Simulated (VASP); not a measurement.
Runs of VASP 6.6.1 on Pt. The structure is that of space group Fm-3m (No. 225), or close to it. The cells are those of the table. 

```tsv
task	cell	gap on the mesh (eV)	pressure (GPa)
single point	a = 2.695 Å, angles 60.0°, 1 atom	none	(a)
single point	a = 2.771 Å, angles 60.0°, 1 atom	none	-0.4
single point	a = 2.728 Å, angles 60.0°, 1 atom	none	14.7
single point	a = 2.667 Å, angles 60.0°, 1 atom	none	44.8
relaxation of cell and atoms	relaxed from a = 2.772 Å, angles 60.0°, 1 atom	none	0.0
relaxation of cell and atoms	relaxed to 45 GPa from a = 2.772 Å, angles 60.0°, 1 atom	none	45.0
relaxation of cell and atoms	relaxed to 15 GPa from a = 2.772 Å, angles 60.0°, 1 atom	none	15.0
relaxation of cell and atoms	relaxed to 30 GPa from a = 2.772 Å, angles 60.0°, 1 atom	none	30.0
```

Alike in all rows: level PBEsol; potentials or basis VASP PAW PBE potentials, release 64 (Pt); no spin polarisation; k mesh 10 × 10 × 10; cutoff (eV) 500; smearing methfessel-paxton 0.05 eV.

Task: Estimate the missing entries.

Result: (a) 29.7.

Caveats: the PAW data sets were made with another functional, which shifts forces and pressure a little; spin-orbit coupling is left out, which moves the levels of the heavy elements; the cell stands under pressure (at least some runs); the cell is relaxed towards a set pressure, so the run minimises the enthalpy, not the energy (at least some runs).

A k mesh can miss the band edges, and the runs leave out spin-orbit coupling on Pt.

A gap of «none» marks levels without a gap at the run's occupations.
